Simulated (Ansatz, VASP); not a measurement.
## SnO2 in VASP and in Ansatz

```
Sn O
1.0
     3.09849    0.00000    0.00000
    -1.54925    2.68337    0.00000
     0.00000    0.00000    9.86059
Sn O
2 4
Direct
  0.80515 0.00000 0.50000
  0.19485 0.00000 0.00000
  0.46905 0.33333 0.40037
  0.86428 0.33333 0.09963
  0.13572 0.66667 0.59963
  0.53095 0.66667 0.90037
```

Change from the starting cell: mode 1 frozen in at -0.628 Å, equal normal strain along x, y and z -0.0250.

Alike in both runs: task single point; functional PBEsol; dispersion D3(BJ); k mesh 12 × 12 × 4; occupations gaussian, width 0.05 eV; no spin polarisation.

```csv
,VASP,Ansatz
version,VASP 6.6.1,Ansatz 0.2.0
potentials or method,"VASP PAW PBE potentials, release 64 (Sn_d, O), cutoff 520 eV","scalar-relativistic, plane waves, PAW"
valence electrons in the cell,52,52
```

```csv
,VASP,Ansatz,Ansatz less VASP
gap on the k mesh at the Fermi level (eV),2.81,2.83,+0.016
least direct gap on the mesh (eV),3.26,3.27,+0.006
pressure (GPa),14.2,13.2,-0.95
"traceless stress, the component that is largest in VASP (GPa)",-7.40,-6.84,+0.553
rms of the force components (eV/Å),0.549,0.510,-0.0382
```

VASP's potentials were made for PBE, not for PBEsol, and Ansatz warns of the same on its side. Atom by atom the forces differ by 0.038 eV/Å (rms over components).
